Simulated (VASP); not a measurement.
# BP (F-43m) in VASP: G0W0 quasiparticle levels with PBE

Aim: the G0W0 quasiparticle levels of BP with PBE.

All numbers are computed with VASP 6.6.1; they aren't measurements. Logs are shortened: lines on timing, memory, paths and dates and some standing lists are left out, and cuts for length are marked.

**1. The cell of the first run**

It takes space group F-43m (No. 216, cubic). The conventional cell has a = 4.537 Å, b = 4.537 Å, c = 4.537 Å, α = 90.00°, β = 90.00°, γ = 90.00°. Within 2.6 Å of B (site symmetry -43m) lie 4 P at 1.96 Å. Within 2.6 Å of P (site symmetry -43m) lie 4 B at 1.96 Å.

**2. G0W0 quasiparticle levels, PBE**

POSCAR

```
BP
1.0
    0.0000000000      2.2683154746      2.2683154746
    2.2683154746      0.0000000000      2.2683154746
    2.2683154746      2.2683154746      0.0000000000
B P
1 1
Direct
    0.0000000000      0.0000000000      0.0000000000
    0.2500000000      0.2500000000      0.2500000000
```

INCAR.step1

```
PREC = Accurate
ENCUT = 500
EDIFF = 1E-8
ISMEAR = 0
SIGMA = 0.01
LREAL = False
LASPH = True
NELM = 60
ALGO = Normal
LWAVE = True
LCHARG = False
GGA = PE
```

INCAR.step2

```
PREC = Accurate
ENCUT = 500
EDIFF = 1E-8
ISMEAR = 0
SIGMA = 0.01
LREAL = False
LASPH = True
NELM = 1
ALGO = Exact
LWAVE = True
LCHARG = False
GGA = PE
NBANDS = 57
LOPTICS = True
ISTART = 1
```

INCAR.step3

```
PREC = Accurate
ENCUT = 500
EDIFF = 1E-8
ISMEAR = 0
SIGMA = 0.01
LREAL = False
LASPH = True
ALGO = EVGW0
LWAVE = False
LCHARG = False
GGA = PE
NELMGW = 1
NBANDS = 57
ENCUTGW = 100.0
NOMEGA = 48
PRECFOCK = Fast
ISTART = 1
NBANDSGW = 12
```

KPOINTS

```
regular mesh
0
Gamma
  6 6 6
```

Potentials or basis: VASP PAW PBE potentials, release 64 (B_GW, P_GW).

Run with:

```sh
$ cat potpaw_PBE.64/B_GW/POTCAR potpaw_PBE.64/P_GW/POTCAR > POTCAR
$ cp INCAR.step1 INCAR
$ mpirun -np 1 vasp_std > vasp.out
$ cp INCAR.step2 INCAR
$ mpirun -np 1 vasp_std > vasp.out
$ cp INCAR.step3 INCAR
$ mpirun -np 1 vasp_std > vasp.out
```

OUTCAR:

```text
PREC = Accurate
   ENCUT = 500
   EDIFF = 1E-8
   ISMEAR = 0
   LREAL = False
   LASPH = True
   GGA = PE
   NELMGW = 1
   ENCUTGW = 100.0
   PRECFOCK = Fast
   ISTART = 1

 ion  position               nearest neighbor table
   1  0.000  0.000  0.000-   2 1.96   2 1.96   2 1.96   2 1.96
   2  0.250  0.250  0.250-   1 1.96   1 1.96   1 1.96   1 1.96

  LATTYP: Found a face centered cubic cell.
 ALAT       =     4.5366309492

  Lattice vectors:

 A1 = (   0.0000000000,   2.2683154746,   2.2683154746)
 A2 = (   2.2683154746,   0.0000000000,   2.2683154746)
 A3 = (   2.2683154746,   2.2683154746,   0.0000000000)

Analysis of symmetry for initial positions (statically):
=====================================================================
 Subroutine PRICEL returns:
 Original cell was already a primitive cell.

 Routine SETGRP: Setting up the symmetry group for a
 face centered cubic supercell.

 Subroutine GETGRP returns: Found 24 space group operations
 (whereof 24 operations were pure point group operations)
 out of a pool of 48 trial point group operations.

The static configuration has the point symmetry T_d .

Analysis of symmetry for dynamics (positions and initial velocities):
=====================================================================
 Subroutine PRICEL returns:
 Original cell was already a primitive cell.

 Routine SETGRP: Setting up the symmetry group for a
 face centered cubic supercell.

 Subroutine GETGRP returns: Found 24 space group operations
 (whereof 24 operations were pure point group operations)
 out of a pool of 48 trial point group operations.

The dynamic configuration has the point symmetry T_d .

 Subroutine INISYM returns: Found 24 space group operations
 (whereof 24 operations are pure point group operations),
 and found     1 'primitive' translations

----------------------------------------------------------------------------------------

                                     Primitive cell

  volume of cell :      23.3421

  direct lattice vectors                    reciprocal lattice vectors
     0.000000000  2.268315475  2.268315475    -0.220427893  0.220427893  0.220427893
     2.268315475  0.000000000  2.268315475     0.220427893 -0.220427893  0.220427893
     2.268315475  2.268315475  0.000000000     0.220427893  0.220427893 -0.220427893

  length of vectors
     3.207882508  3.207882508  3.207882508     0.381792310  0.381792310  0.381792310

  position of ions in fractional coordinates (direct lattice)
     0.000000000  0.000000000  0.000000000
     0.250000000  0.250000000  0.250000000

  ion indices of the primitive-cell ions
   primitive index   ion index
                 1           1
                 2           2

----------------------------------------------------------------------------------------

 KPOINTS: regular mesh

Automatic generation of k-mesh.
 Grid dimensions read from file:
 generate k-points for:    6    6    6

 Generating k-lattice:

  Cartesian coordinates                     Fractional coordinates (reciprocal lattice)
    -0.036737982  0.036737982  0.036737982     0.166666667  0.000000000  0.000000000
     0.036737982 -0.036737982  0.036737982     0.000000000  0.166666667  0.000000000
     0.036737982  0.036737982 -0.036737982     0.000000000  0.000000000  0.166666667

  Length of vectors
     0.063632052  0.063632052  0.063632052

  Shift w.r.t. Gamma in fractional coordinates (k-lattice)
     0.000000000  0.000000000  0.000000000

 Subroutine IBZKPT returns following result:
 ===========================================

 Found     16 irreducible k-points:

 Following reciprocal coordinates:
            Coordinates               Weight
  0.000000  0.000000  0.000000      1.000000
  0.166667  0.000000  0.000000      8.000000
  0.333333  0.000000  0.000000      8.000000
  0.500000  0.000000  0.000000      4.000000
  0.166667  0.166667  0.000000      6.000000
  0.333333  0.166667  0.000000     24.000000
[... 8 lines left out ...]
 -0.333333  0.333333  0.166667     24.000000
 -0.333333  0.500000  0.166667     12.000000
   k-points           NKPTS =     16   k-points in BZ     NKDIM =    216   number of bands    NBANDS=     57
   number of dos      NEDOS =    301   number of ions     NIONS =      2
   total plane-waves  NPLWV =  13824
   dimension x,y,z NGX =    24 NGY =   24 NGZ =   24
   dimension x,y,z NGXF=    48 NGYF=   48 NGZF=   48
   ions per type =               1   1
   NGX,Y,Z   is equivalent  to a cutoff of  12.44, 12.44, 12.44 a.u.
   NGXF,Y,Z  is equivalent  to a cutoff of  24.88, 24.88, 24.88 a.u.
 SYSTEM =  unknown system
   PREC   = accura    normal or accurate (medium, high low for compatibility)
   ISTART =      1    job   : 0-new  1-cont  2-samecut
   ICHARG =      0    charge: 1-file 2-atom 10-const
   ISPIN  =      1    spin polarized calculation?
   LNONCOLLINEAR =      F non collinear calculations
   LSORBIT =      F    spin-orbit coupling
   LASPH  =      T    aspherical Exc in radial PAW
   ENCUT  =  500.0 eV  36.75 Ry    6.06 a.u.   5.85  5.85  5.85*2*pi/ulx,y,z
   NELM   =     60;   NELMIN=  2; NELMDL=  0     # of ELM steps
   EDIFF  = 0.1E-07   stopping-criterion for ELM
   LREAL  =      F    real-space projection
   EDIFFG = 0.1E-06   stopping-criterion for IOM
   NSW    =      0    number of steps for IOM
   IBRION =     -1    ionic relax: 0-MD 1-quasi-New 2-CG
   NFREE  =      0    steps in history (QN), initial steepest desc. (CG)
   ISIF   =      0    stress and relaxation
   ISYM   =      3    0-nonsym 1-usesym 2-fastsym
   POTIM  = 0.5000    time-step for ionic-motion
   TEBEG  =    0.0;   TEEND  =   0.0 temperature during run
   PSTRESS=    0.0 pullay stress
   NELECT =       8.0000    total number of electrons
   NUPDOWN=      -1.0000    fix difference up-down
   EMIN   =  10.00;   EMAX   =-10.00  energy-range for DOS
   EFERMI =   0.00;   METHOD = LEGACY
   ISMEAR =     0;   SIGMA  =   0.01  broadening in eV -4-tet -1-fermi 0-gaus
   EFERMI_NEDOS =   21; number of points for ismear=-14 and -15
   IALGO  =     38    algorithm
   IMIX   =      4    mixing-type and parameters
     AMIX     =   0.40;   BMIX     =  1.00
     AMIX_MAG =   1.60;   BMIX_MAG =  1.00
  volume/ion in A,a.u.               =      11.67        78.76
  Fermi-wavevector in a.u.,A,eV,Ry     =   1.145666  2.164995 17.858336  1.312551
  Thomas-Fermi vector in A             =   2.282354
   LORBIT       =      0    0 simple, 1 ext, 2 COOP (PROOUT), +10 PAW based schemes
   GGA     = PE    functional components
   LHFCALC =     T    Hartree Fock is set to
   PRECFOCK=fast      Normal, Fast or Accurate (Low or Medium for compatibility)
   ENCUT4O =  -1.0   cutoff for four orbital integrals eV
   NKREDX  =     1    reduce k-point grid by
   NKREDY  =     1    reduce k-point grid by
   NKREDZ  =     1    reduce k-point grid by
   AEXX    =    1.0000 exact exchange contribution
   HFSCREEN=    0.0000 screening length (either q_TF or 0.3 A-1)
   HFSCREENC=   0.0000 screening length for correlation (either q_TF or 0.3 A-1)
   ENCUTFOCK=  -1.0 apply spherical cutoff to Coloumb kernel
   IVDW    =     0    specifies the selected vdW correction
   LEPSILON=     F    determine dielectric tensor
   LRPA    =     F    only Hartree local field effects (RPA)
   LRPAFORCE           =     F    calculate RPA forces
   ENCUTGW             = 100.0    cutoff for response function in eV
   ENCUTGWSOFT         =  80.0    soft cutoff for Coulomb kernel in GW response function in eV
   ENCUTLF             =  -1.0    cutoff for local field effects
   NELMGW              =     1    number of iterations in solving QP/BSE equation
   NELMHF              =     1    number of iterations in the inner HF iteration
   NKREDLFX            =     1    NKREDLFY  =   1   NKREDLFZ  =   1
 non-spin polarized calculation
 Gauss-broadening in eV      SIGMA  =   0.01
  energy-cutoff  :      500.00
  volume of cell :       23.34
 maximum number of plane-waves:       609
  NGX = 14; NGY = 14; NGZ = 14
   NGX = 11   NGY = 11   NGZ = 11
 maximum number of plane-waves:        60
 NGX is ok and might be reduce to    14

 QP shifts <psi_nk| G(iteration)W_0 |psi_nk>: iteration 1
 for sc-GW calculations column KS-energies equals QP-energies in previous step
 and V_xc(KS)=  KS-energies - (<T + V_ion + V_H > + <T+V_H+V_ion>^1  + <V_x>^1)

 k-point   1 :       0.0000    0.0000    0.0000
  band No.  KS-energies  QP-energies   sigma(KS)   V_xc(KS)     V^pw_x(r,r')   Z            occupation Imag(sigma)

      1      -8.3229      -8.9877     -13.0127     -12.0613     -20.4864       0.6988       2.0000       1.4246
      2       7.1472       6.8634     -13.6668     -13.3071     -14.9343       0.7889       2.0000       0.0653
      3       7.1472       6.8634     -13.6668     -13.3071     -14.9343       0.7889       2.0000       0.0653
      4       7.1472       6.8634     -13.6668     -13.3071     -14.9343       0.7889       2.0000       0.0653
      5      10.5517      11.0987     -11.3833     -12.0801      -7.1377       0.7851       0.0000      -0.0803
      6      10.5517      11.0987     -11.3833     -12.0801      -7.1377       0.7851       0.0000      -0.0803
      7      10.5517      11.0987     -11.3833     -12.0801      -7.1377       0.7851       0.0000      -0.0803
      8      14.5364      15.1283     -11.9778     -12.7624      -6.2229       0.7543       0.0000      -0.1840
      9      18.6770      18.7452      -9.3760      -9.4631      -3.3702       0.7832       0.0000      -0.3692
     10      19.1687      19.8526     -10.8789     -11.7612      -4.9766       0.7751       0.0000      -0.3224
     11      19.1687      19.8526     -10.8789     -11.7612      -4.9766       0.7751       0.0000      -0.3224
     12      22.8365      23.1088      -9.5983      -9.9499      -2.8214       0.7746       0.0000      -0.7949

 k-point   2 :       0.1667    0.0000    0.0000
  band No.  KS-energies  QP-energies   sigma(KS)   V_xc(KS)     V^pw_x(r,r')   Z            occupation Imag(sigma)
[... 225 lines left out ...]
      1      -3.2635      -3.7676     -13.5113     -12.8151     -19.0786       0.7241       2.0000       0.6582
      2      -1.0811      -1.7301     -13.4703     -12.5673     -18.3022       0.7187       2.0000       0.4037
      3       1.8435       1.2618     -12.7059     -11.9309     -15.6503       0.7506       2.0000       0.1481
      4       1.9665       1.3976     -12.7002     -11.9434     -15.6108       0.7518       2.0000       0.1465
      5      10.9763      11.3868     -10.7975     -11.3203      -6.2232       0.7853       0.0000      -0.0991
      6      11.5942      12.0235     -10.7359     -11.2808      -6.0852       0.7879       0.0000      -0.1023
      7      16.2565      16.8742     -11.4126     -12.2363      -5.1915       0.7500       0.0000      -0.2806
      8      16.9204      17.5585     -11.3434     -12.1873      -5.1344       0.7560       0.0000      -0.2997
      9      20.0179      20.7259     -11.5085     -12.4554      -4.5451       0.7477       0.0000      -0.5217
     10      23.2183      23.9327     -11.2257     -12.1751      -3.9252       0.7525       0.0000      -0.7330
     11      23.6052      24.3210     -11.8198     -12.7697      -4.5522       0.7535       0.0000      -0.7878
     12      27.6010      28.1278     -11.1822     -11.8853      -3.7515       0.7492       0.0000      -1.0906
```

It took 2.3 min on 1 thread of AMD EPYC 9R45 (Zen 5), shared host; peak memory 0.28 GiB.

What came out:

- Quasiparticle gap: 1.88 eV
- Least direct quasiparticle gap: 4.24 eV
- Band gap of the starting levels on the mesh: 1.33 eV
- Least direct gap of the starting levels on the mesh: 3.40 eV

Caveat: the k points lie up to 0.40 Å⁻¹ apart; bands, screening cutoff and mesh are small and nothing is extrapolated, so the quasiparticle values aren't converged.
